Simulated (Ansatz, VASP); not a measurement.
**AlCo in VASP and in Ansatz**

```
CELL_PARAMETERS angstrom
2.85190 0.00000 0.00000
0.00000 2.85190 0.00000
0.00000 0.00000 2.85190
ATOMIC_POSITIONS crystal
Al 0.00000 0.00000 0.00000
Co 0.50000 0.50000 0.50000
```

Alike in both runs: functional PBE; k mesh 14 × 14 × 14; occupations gaussian, width 0.1 eV; collinear spin.

Ansatz relaxed the structure, and its values are those at the end. VASP's run is a single point on that final structure, the one shown.

|  | VASP | Ansatz |
| --- | --- | --- |
| version | VASP 6.6.1 | Ansatz 0.2.0 |
| potentials or method | VASP PAW PBE potentials, release 64 (Al, Co), cutoff 520 eV | scalar-relativistic, plane waves, PAW |
| valence electrons in the cell | 12 | 20 |

```tsv
	VASP	Ansatz	Ansatz less VASP
gap on the k mesh at the Fermi level (eV)	none	none	-
pressure (GPa)	0.0	0.0	+0.01
net moment per atom (μB)	0.00	0.00	0.000
```

A gap of «none» marks a metal or a gap that the smearing closes. VASP's potentials hold 12 valence electrons a cell and Ansatz's 20, so a difference there can come from the potentials and not from the codes. Ansatz's warnings: seeded moment not kept.
